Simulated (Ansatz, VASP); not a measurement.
One calculation of Te2Mo, two programs

```xyz
6
Lattice="3.5182 0.0000 0.0000 -1.7591 3.0469 0.0000 0.0000 0.0000 13.9736" Properties=species:S:1:pos:R:3 pbc="T T T"
Te    0.0000    2.0312    8.6776
Te    1.7591    1.0156    1.6908
Te    0.0000    2.0312   12.2828
Te    1.7591    1.0156    5.2960
Mo    0.0000    2.0312    3.4934
Mo    1.7591    1.0156   10.4802
```

Alike in both runs: task relaxation of cell and atoms; functional PBEsol; k mesh 12 × 12 × 2; occupations fermi-dirac, width 0.02 eV; no spin polarisation.

```csv
,VASP,Ansatz
version,VASP 6.6.1,Ansatz 0.2.0
potentials or method,"VASP PAW PBE potentials, release 64 (Te, Mo_sv), cutoff 600 eV",PAW plane waves
valence electrons in the cell,52,92
```

```tsv
	VASP	Ansatz	Ansatz less VASP
gap on the k mesh at the Fermi level, each at its own relaxed structure (eV)	0.76	0.77	+0.012
relaxed volume (Å³/atom)	24.67	24.69	+0.022
relaxed cell length with the largest relative difference (Å)	13.999	14.010	+0.0111
```

VASP's potentials were made for PBE, not for PBEsol, and Ansatz warns of the same on its side. VASP's potentials hold 52 valence electrons a cell and Ansatz's 92, so a difference there can come from the potentials and not from the codes.

Spin-orbit coupling is off throughout.
